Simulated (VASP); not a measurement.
# O2 in VASP: single point with LDA

Aim: the single point of O2 with LDA.

All numbers are computed with VASP 6.6.1; they aren't measurements. Logs are shortened: lines on timing, memory, paths and dates and some standing lists are left out, and cuts for length are marked.

### Step 1. The cell of the first run

The cell holds a molecule in a box, 2 atoms: a = 9.000 Å, b = 9.500 Å, c = 10.000 Å, α = 90.00°, β = 90.00°, γ = 90.00°.

### Step 2. Single point, LDA, collinear spin, ferromagnetic start

INCAR

```
SYSTEM = O
PREC = Accurate ; ENCUT = 1000
EDIFF = 1E-6 ; ISMEAR = 0
SIGMA = 0.05 ; LREAL = .False.
LASPH = .True. ; NELM = 200
ALGO = Normal ; ISIF = 2
LWAVE = .False. ; LCHARG = .False.
ISPIN = 2 ; MAGMOM = 1 1
LORBIT = 11 ; GGA = CA
NBANDS = 17 ; GGA_COMPAT = .False.
NELMDL = -8
```

KPOINTS

```
regular mesh
0
Gamma
  1 1 1
  0 0 0
```

POSCAR

```
O
1.0
    9.0000000000      0.0000000000      0.0000000000
    0.0000000000      9.5000000000      0.0000000000
    0.0000000000      0.0000000000     10.0000000000
O
2
Direct
    0.5000000000      0.5000000000      0.4400128116
    0.5000000000      0.5000000000      0.5599871884
```

Potentials or basis: VASP PAW LDA potentials, release 64 (O_h).

Started as:

```bash
cat potpaw_LDA.64/O_h/POTCAR > POTCAR
mpirun -np 1 vasp_gam > vasp.out
```

OUTCAR:

```text
SYSTEM = O
   PREC = Accurate
   ENCUT = 1000
   EDIFF = 1E-6
   ISMEAR = 0
   LREAL = .False.
   LASPH = .True.
   NELM = 200
   ISIF = 2
   ISPIN = 2
   LORBIT = 11
   GGA = CA
   NELMDL = -8

 ion  position               nearest neighbor table
   1  0.500  0.500  0.440-   2 1.20
   2  0.500  0.500  0.560-   1 1.20

  LATTYP: Found a simple orthorhombic cell.
 ALAT       =     9.0000000000
 B/A-ratio  =     1.0555555556
 C/A-ratio  =     1.1111111111

  Lattice vectors:

 A1 = (   9.0000000000,   0.0000000000,   0.0000000000)
 A2 = (   0.0000000000,   9.5000000000,   0.0000000000)
 A3 = (   0.0000000000,   0.0000000000,  10.0000000000)

Analysis of symmetry for initial positions (statically):
=====================================================================
 Subroutine PRICEL returns:
 Original cell was already a primitive cell.

 Routine SETGRP: Setting up the symmetry group for a
 simple orthorhombic supercell.

 Subroutine GETGRP returns: Found  8 space group operations
 (whereof  8 operations were pure point group operations)
 out of a pool of  8 trial point group operations.

The static configuration has the point symmetry D_2h.

Analysis of symmetry for dynamics (positions and initial velocities):
=====================================================================
 Subroutine PRICEL returns:
 Original cell was already a primitive cell.

 Routine SETGRP: Setting up the symmetry group for a
 simple orthorhombic supercell.

 Subroutine GETGRP returns: Found  8 space group operations
 (whereof  8 operations were pure point group operations)
 out of a pool of  8 trial point group operations.

The dynamic configuration has the point symmetry D_2h.

Analysis of structural, dynamic, and magnetic symmetry:
=====================================================================
 Subroutine PRICEL returns:
 Original cell was already a primitive cell.

 Routine SETGRP: Setting up the symmetry group for a
 simple orthorhombic supercell.

 Subroutine GETGRP returns: Found  8 space group operations
 (whereof  8 operations were pure point group operations)
 out of a pool of  8 trial point group operations.

The overall configuration has the point symmetry D_2h.

 Subroutine INISYM returns: Found  8 space group operations
 (whereof  8 operations are pure point group operations),
 and found     1 'primitive' translations

[... 87 lines left out ...]
   IALGO  =     38    algorithm
   IMIX   =      4    mixing-type and parameters
     AMIX     =   0.40;   BMIX     =  1.00
     AMIX_MAG =   1.60;   BMIX_MAG =  1.00
  volume/ion in A,a.u.               =     427.50      2884.91
  Fermi-wavevector in a.u.,A,eV,Ry     =   0.394893  0.746240  2.121703  0.155941
  Thomas-Fermi vector in A             =   1.339966
   LORBIT       =     11    0 simple, 1 ext, 2 COOP (PROOUT), +10 PAW based schemes
   GGA     = CA    functional components
   LHFCALC =     F    Hartree Fock is set to
   AEXX    =    0.0000 exact exchange contribution
   IVDW    =     0    specifies the selected vdW correction
   LEPSILON=     F    determine dielectric tensor
   LRPA    =     F    only Hartree local field effects (RPA)
 spin polarized calculation
 Gauss-broadening in eV      SIGMA  =   0.05
  energy-cutoff  :     1000.00
  volume of cell :      855.00
 maximum number of plane-waves:     30729
 NGX is ok and might be reduce to    96
   NGX = 47   NGY = 49   NGZ = 51

 number of electron      12.0000001 magnetization       2.0000002

 Free energy of the ion-electron system (eV)
  ---------------------------------------------------
  ext. energy  EPLUGINS =         0.00000000
  ---------------------------------------------------
  free energy    TOTEN  =       -10.66529121 eV

  energy without entropy =      -10.66529121  energy(sigma->0) =      -10.66529121

 E-fermi :  -6.4013     XC(G=0):  -0.6149

 val. band max:       -6.6313799450   @ k =   0.0000   0.0000   0.0000
 cond. band min:      -4.6625953960   @ k =   0.0000   0.0000   0.0000
 fundamental gap:      1.9687845490
 Fermi energy:        -6.4012714980

 spin component 1

 k-point     1 :       0.0000    0.0000    0.0000
  band No.  band energies     occupation
      1     -32.9731      1.00000
      2     -20.0558      1.00000
      3     -13.6599      1.00000
      4     -13.5996      1.00000
      5     -13.5996      1.00000
      6      -6.6314      1.00000
[... 9 lines left out ...]
     16       2.9123      0.00000
     17       2.9271      0.00000
 Fermi energy:        -6.4012714980

 spin component 2

 k-point     1 :       0.0000    0.0000    0.0000
  band No.  band energies     occupation
      1     -31.7680      1.00000
      2     -18.4309      1.00000
      3     -12.5664      1.00000
      4     -11.9557      1.00000
      5     -11.9557      1.00000
      6      -4.6626      0.00000
[... 9 lines left out ...]
     16       2.9646      0.00000
     17       2.9712      0.00000

------------------------ aborting loop because EDIFF is reached ----------------------------------------

  FORCE on cell =-STRESS in cart. coord.  units (eV):
  Direction    XX          YY          ZZ          XY          YZ          ZX
  --------------------------------------------------------------------------------------
  -------------------------------------------------------------------------------------
  Total       -0.0055057     -0.0070183      0.5339960      0.0000000      0.0000000      0.0000000
  in kB       -0.0103171     -0.0131516      1.0006506      0.0000000      0.0000000      0.0000000
  external PRESSURE =       0.3257273 kB  Pullay stress =       0.0000000 kB

 VOLUME and BASIS-vectors are now :
 -----------------------------------------------------------------------------
  energy-cutoff  :     1000.00
  volume of cell :      855.00
      direct lattice vectors                 reciprocal lattice vectors
     9.000000000  0.000000000  0.000000000     0.111111111  0.000000000  0.000000000
     0.000000000  9.500000000  0.000000000     0.000000000  0.105263158  0.000000000
     0.000000000  0.000000000 10.000000000     0.000000000  0.000000000  0.100000000

 POSITION                                       TOTAL-FORCE (eV/Angst)
 -----------------------------------------------------------------------------------
      4.50000      4.75000      4.40013         0.000000      0.000000     -0.450874
      4.50000      4.75000      5.59987         0.000000      0.000000      0.450874
 -----------------------------------------------------------------------------------
    total drift:                                0.000000      0.000000     -0.000000

  FREE ENERGIE OF THE ION-ELECTRON SYSTEM (eV)
  ---------------------------------------------------
  free  energy   TOTEN  =       -10.6652912088 eV

  energy  without entropy=      -10.6652912088  energy(sigma->0) =      -10.66529121

 total charge

# of ion       s       p       d       tot
------------------------------------------
    1        1.075   2.234   0.000   3.309
    2        1.075   2.234   0.000   3.309
--------------------------------------------------
tot          2.151   4.467   0.000   6.618

 magnetization (x)

# of ion       s       p       d       tot
------------------------------------------
    1        0.013   0.606   0.000   0.619
    2        0.013   0.606   0.000   0.619
--------------------------------------------------
tot          0.026   1.213   0.000   1.239
```

OSZICAR:

```text
N       E                     dE             d eps       ncg     rms          rms(c)
DAV:   1     0.147881105775E+03    0.14788E+03   -0.42398E+03    76   0.686E+02
DAV:   2     0.605149965203E+02   -0.87366E+02   -0.81280E+02   119   0.857E+01
[... 17 lines left out ...]
DAV:  20    -0.106652621891E+02   -0.32961E-04   -0.80757E-07    68   0.293E-03    0.624E-04
DAV:  21    -0.106652768381E+02   -0.14649E-04   -0.22226E-07    76   0.159E-03    0.426E-04
DAV:  22    -0.106652877124E+02   -0.10874E-04   -0.22291E-07    84   0.155E-03    0.218E-04
DAV:  23    -0.106652897883E+02   -0.20760E-05   -0.23030E-08    77   0.611E-04    0.126E-04
DAV:  24    -0.106652908869E+02   -0.10986E-05   -0.57842E-09    70   0.455E-04    0.749E-05
DAV:  25    -0.106652912088E+02   -0.32192E-06    0.23449E-09    78   0.307E-04
   1 F= -.10665291E+02 E0= -.10665291E+02  d E =-.178427E-10  mag=     2.0000
```

stdout:

```text
POSCAR found type information on POSCAR O
 POSCAR found :  1 types and       2 ions
 scaLAPACK will be used
 LDA part: xc-table for (Slater(with rela. corr.)+CA(PZ))
 , standard interpolation
 POSCAR, INCAR and KPOINTS ok, starting setup
 FFT: planning ... GRIDC
 FFT: planning ... GRID_SOFT
 FFT: planning ... GRID
 WAVECAR not read
 entering main loop
```

Wall time 2.2 min (1 thread of AMD EPYC 9R45 (Zen 5), shared host); peak memory 1.2 GiB.

Results:

| Item | Value |
| --- | --- |
| Free energy | -10.6653 eV |
| Largest force | 0.451 eV/Å |
| Gap between the frontier levels | 1.97 eV |
| Net moment | 2.00 μB per cell |
| Site moments | O +0.62 μB |
| Valence electrons inside the program's atomic spheres | O 3.31 |

Forces in eV/Å, atoms in the order of the input:
```
O    0.000  0.000 -0.451
O    0.000  0.000  0.451
```

Levels at points of the mesh, in eV from the valence-band top:
Spin up:
```
           k point  band 5  band 6  band 7  band 8  band 9  band 10
(0.00, 0.00, 0.00)   -6.97    0.00    0.00    6.42    7.68     7.94
```
Spin down:
```tsv
k point	band 1	band 2	band 3	band 4	band 5	band 6	band 7	band 8	band 9	band 10
(0.00, 0.00, 0.00)	-25.14	-11.80	-5.93	-5.32	-5.32	1.97	1.97	6.47	7.79	7.97
```
